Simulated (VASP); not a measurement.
# RbBr (Pm-3m) in VASP: notebook, part 2 of 2

VASP 6.6.1. The steps go on from the part before.

**4. Single point, PBE**

File INCAR:

```
PREC = Accurate
ENCUT = 500
EDIFF = 1E-6
ISMEAR = 0
SIGMA = 0.2
LREAL = F
LASPH = T
NELM = 120
ALGO = Normal
ISIF = 2
LWAVE = F
LCHARG = F
GGA = PE
NBANDS = 15
GGA_COMPAT = F
```

File KPOINTS:

```
Automatic mesh
0
Gamma
  4 4 4
```

File POSCAR:

```
RbBr
1.0
    4.1242532581      0.0000000000      0.0000000000
    0.0000000000      4.1242532581      0.0000000000
    0.0000000000      0.0000000000      4.1242532581
Rb Br
1 1
Direct
    0.0000000000      0.0000000000      0.0000000000
    0.5000000000      0.5000000000      0.5000000000
```

Potentials or basis: VASP PAW PBE potentials, release 64 (Rb_sv, Br).

The run is started by

```bash
$ cat potpaw_PBE.64/Rb_sv/POTCAR potpaw_PBE.64/Br/POTCAR > POTCAR
$ mpirun -np 1 vasp_std > vasp.out
```

OUTCAR:

```text
PREC = Accurate
   ENCUT = 500
   EDIFF = 1E-6
   ISMEAR = 0
   LREAL = F
   LASPH = T
   NELM = 120
   ISIF = 2
   GGA = PE

 ion  position               nearest neighbor table
   1  0.000  0.000  0.000-   2 3.57   2 3.57   2 3.57   2 3.57   2 3.57   2 3.57   2 3.57   2 3.57

   2  0.500  0.500  0.500-   1 3.57   1 3.57   1 3.57   1 3.57   1 3.57   1 3.57   1 3.57   1 3.57

  LATTYP: Found a simple cubic cell.
 ALAT       =     4.1242532581

  Lattice vectors:

 A1 = (   4.1242532581,   0.0000000000,   0.0000000000)
 A2 = (   0.0000000000,   4.1242532581,   0.0000000000)
 A3 = (   0.0000000000,   0.0000000000,   4.1242532581)

Analysis of symmetry for initial positions (statically):
=====================================================================
 Subroutine PRICEL returns:
 Original cell was already a primitive cell.

 Routine SETGRP: Setting up the symmetry group for a
 simple cubic supercell.

 Subroutine GETGRP returns: Found 48 space group operations
 (whereof 48 operations were pure point group operations)
 out of a pool of 48 trial point group operations.

The static configuration has the point symmetry O_h .

Analysis of symmetry for dynamics (positions and initial velocities):
=====================================================================
 Subroutine PRICEL returns:
 Original cell was already a primitive cell.

 Routine SETGRP: Setting up the symmetry group for a
 simple cubic supercell.

 Subroutine GETGRP returns: Found 48 space group operations
 (whereof 48 operations were pure point group operations)
 out of a pool of 48 trial point group operations.

The dynamic configuration has the point symmetry O_h .

 Subroutine INISYM returns: Found 48 space group operations
 (whereof 48 operations are pure point group operations),
 and found     1 'primitive' translations

----------------------------------------------------------------------------------------

[... 105 lines left out ...]
   IVDW    =     0    specifies the selected vdW correction
   LEPSILON=     F    determine dielectric tensor
   LRPA    =     F    only Hartree local field effects (RPA)
 non-spin polarized calculation
 Gauss-broadening in eV      SIGMA  =   0.20
  energy-cutoff  :      500.00
  volume of cell :       70.15
 maximum number of plane-waves:      1800
   NGX = 15   NGY = 15   NGZ = 15

 number of electron      16.0000005 magnetization

 Free energy of the ion-electron system (eV)
  ---------------------------------------------------
  ext. energy  EPLUGINS =         0.00000000
  ---------------------------------------------------
  free energy    TOTEN  =        -5.99264478 eV

  energy without entropy =       -5.99264478  energy(sigma->0) =       -5.99264478

 E-fermi :   0.1959     XC(G=0):  -7.9338

 val. band max:       -0.6555646148   @ k =   0.5000   0.5000   0.0000
 cond. band min:       3.4278382134   @ k =   0.0000   0.0000   0.0000
 fundamental gap:      4.0834028282
 Fermi energy:         0.1958953319

 k-point     1 :       0.0000    0.0000    0.0000
  band No.  band energies     occupation
      1     -25.7611      2.00000
      2     -13.2751      2.00000
      3      -9.7442      2.00000
      4      -9.7442      2.00000
      5      -9.7442      2.00000
      6      -0.8093      2.00000
      7      -0.8093      2.00000
      8      -0.8093      2.00000
      9       3.4278      0.00000
     10       4.9202      0.00000
     11       4.9202      0.00000
     12       9.2743      0.00000
     13       9.2743      0.00000
     14       9.2743      0.00000
[... 149 lines left out ...]
      2     -12.9781      2.00000
      3      -9.9692      2.00000
      4      -9.9692      2.00000
      5      -9.9692      2.00000
      6      -1.9950      2.00000
      7      -1.9950      2.00000
      8      -1.9950      2.00000
      9       7.5792      0.00000
     10       7.5792      0.00000
     11       7.5792      0.00000
     12       8.7084      0.00000
     13       8.7084      0.00000
     14       8.7084      0.00000
     15      11.4812      0.00000

------------------------ aborting loop because EDIFF is reached ----------------------------------------

  FORCE on cell =-STRESS in cart. coord.  units (eV):
  Direction    XX          YY          ZZ          XY          YZ          ZX
  --------------------------------------------------------------------------------------
  -------------------------------------------------------------------------------------
  Total        0.3833684      0.3833684      0.3833684     -0.0000000      0.0000000      0.0000000
  in kB        8.7557019      8.7557019      8.7557019     -0.0000000      0.0000000      0.0000000
  external PRESSURE =       8.7557019 kB  Pullay stress =       0.0000000 kB

 VOLUME and BASIS-vectors are now :
 -----------------------------------------------------------------------------
  energy-cutoff  :      500.00
  volume of cell :       70.15
      direct lattice vectors                 reciprocal lattice vectors
     4.124253258  0.000000000  0.000000000     0.242468136  0.000000000  0.000000000
     0.000000000  4.124253258  0.000000000     0.000000000  0.242468136  0.000000000
     0.000000000  0.000000000  4.124253258     0.000000000  0.000000000  0.242468136

 POSITION                                       TOTAL-FORCE (eV/Angst)
 -----------------------------------------------------------------------------------
      0.00000      0.00000      0.00000         0.000000      0.000000      0.000000
      2.06213      2.06213      2.06213         0.000000      0.000000      0.000000
 -----------------------------------------------------------------------------------
    total drift:                                0.000000      0.000000     -0.000000

  FREE ENERGIE OF THE ION-ELECTRON SYSTEM (eV)
  ---------------------------------------------------
  free  energy   TOTEN  =        -5.9926447797 eV

  energy  without entropy=       -5.9926447796  energy(sigma->0) =       -5.99264478
```

stdout:

```text
POSCAR found type information on POSCAR RbBr
 POSCAR found :  2 types and       2 ions
 scaLAPACK will be used
 LDA part: xc-table for (Slater+PW92), standard interpolation
 POSCAR, INCAR and KPOINTS ok, starting setup
 FFT: planning ... GRIDC
 FFT: planning ... GRID_SOFT
 FFT: planning ... GRID
 WAVECAR not read
 entering main loop
```

Wall time 13 s (1 thread of Intel Xeon 8259CL, shared host); peak memory 0.16 GiB.

What came out:

```yaml
Free_energy: -5.9926 eV
Pressure: 0.9 GPa
Band_gap_on_the_k_mesh: 4.08 eV, indirect (least direct gap 4.24 eV)
```

Levels at points of the mesh, in eV from the valence-band top:
```tsv
k point	band 6	band 7	band 8	band 9	band 10	band 11
(0.00, 0.00, 0.00)	-0.15	-0.15	-0.15	4.08	5.58	5.58
(0.50, 0.00, 0.00)	-1.72	-0.23	-0.23	6.88	7.10	7.65
(0.50, 0.50, 0.00)	-1.05	-1.05	0.00	5.31	6.22	7.96
(0.50, 0.50, 0.50)	-1.34	-1.34	-1.34	8.23	8.23	8.23
```

**5. Summary**

| level | potentials or basis | k mesh | smearing | gap on the mesh (eV) | pressure (GPa) |
| --- | --- | --- | --- | --- | --- |
| LDA | VASP PAW LDA potentials, release 64 (Rb_sv, Br) | 2 × 2 × 2 | gaussian 0.01 eV | 3.57 | -0.7 |
| PBE | VASP PAW PBE potentials, release 64 (Rb_sv, Br) | 2 × 2 × 2 | gaussian 0.01 eV | 4.00 | 2.0 |
| PBE | VASP PAW PBE potentials, release 64 (Rb_sv, Br) | 4 × 4 × 4 | gaussian 0.2 eV | 4.08 | 0.9 |

Alike in all rows: task single point; no spin polarisation; cell as given; cutoff (eV) 500.

Caveats: some runs use coarse meshes.

Absolute energies hang on the potentials; compare differences alone.
